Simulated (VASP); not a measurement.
Here is a VASP 6.6.1 calculation.

INCAR

```
SYSTEM = PbS
  ALGO = Normal
  EDIFF = 1E-6
  ENCUT = 500
  GGA = PE
  GGA_COMPAT = .False.
  ISIF = 2
  ISMEAR = 0
  LASPH = .True.
  LCHARG = .False.
  LREAL = .False.
  LWAVE = .False.
  NBANDS = 17
  NELM = 120
  PREC = Accurate
  SIGMA = 0.01
```

KPOINTS

```
k-points
0
Gamma
  4 4 4
  0 0 0
```

File POSCAR:

```
PbS
1.0
    0.0000000000      3.0768496565      3.0768496565
    3.0768496565      0.0000000000      3.0768496565
    3.0768496565      3.0768496565      0.0000000000
Pb S
1 1
Direct
    0.0000000000      0.0000000000      0.0000000000
    0.5000000000      0.5000000000      0.5000000000
```

Potentials or basis: VASP PAW PBE potentials, release 64 (Pb_d, S).

Launch:

```bash
$ cat potpaw_PBE.64/Pb_d/POTCAR potpaw_PBE.64/S/POTCAR > POTCAR
$ mpirun -np 1 vasp_std > vasp.out
```

Question: Predict the pressure.

Answer: -3.2 GPa.

Question: Estimate the band gap on the k mesh.

Answer: 0.70 eV.

Caveat: the k points lie up to 0.44 Å⁻¹ apart; the cell differs from its parent crystal (strain +3.0%); spin-orbit coupling is left out, which moves the levels of the heavy elements. A k mesh can miss the band edges.
